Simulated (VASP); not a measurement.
Input of a VASP 6.6.1 run:

Contents of INCAR:

```
SYSTEM = SiC
PREC = Accurate ; ENCUT = 520
EDIFF = 1E-8 ; ISMEAR = 0
SIGMA = 0.01 ; LREAL = .FALSE.
LASPH = .TRUE. ; NELM = 80
ALGO = Normal ; ISIF = 2
LWAVE = .FALSE. ; LCHARG = .TRUE.
GGA = PS ; IBRION = 8
NSW = 1 ; LEPSILON = .TRUE.
```

The input KPOINTS:

```
Automatic mesh
0
G
  10 10 10
  0 0 0
```

Contents of POSCAR:

```
SiC
1.0
    0.0000000000      2.1784203175      2.1784203175
    2.1784203175      0.0000000000      2.1784203175
    2.1784203175      2.1784203175      0.0000000000
Si C
1 1
Direct
    0.0000000000      0.0000000000      0.0000000000
    0.2500000000      0.2500000000      0.2500000000
```

Potentials or basis: VASP PAW PBE potentials, release 64 (Si, C).

Command:

```console
$ cat potpaw_PBE.64/Si/POTCAR potpaw_PBE.64/C/POTCAR > POTCAR
$ mpirun -np 1 vasp_std > vasp.out
```

(1) Predict the electronic dielectric tensor (diagonal).

(2) Estimate the Born charges (mean of the diagonal).

(3) Predict the highest phonon frequency at Γ, LO-TO splitting left out.

## Answers

(1) 7.11.

(2) Si +2.70; C -2.70 e.

(3) 788 cm⁻¹.
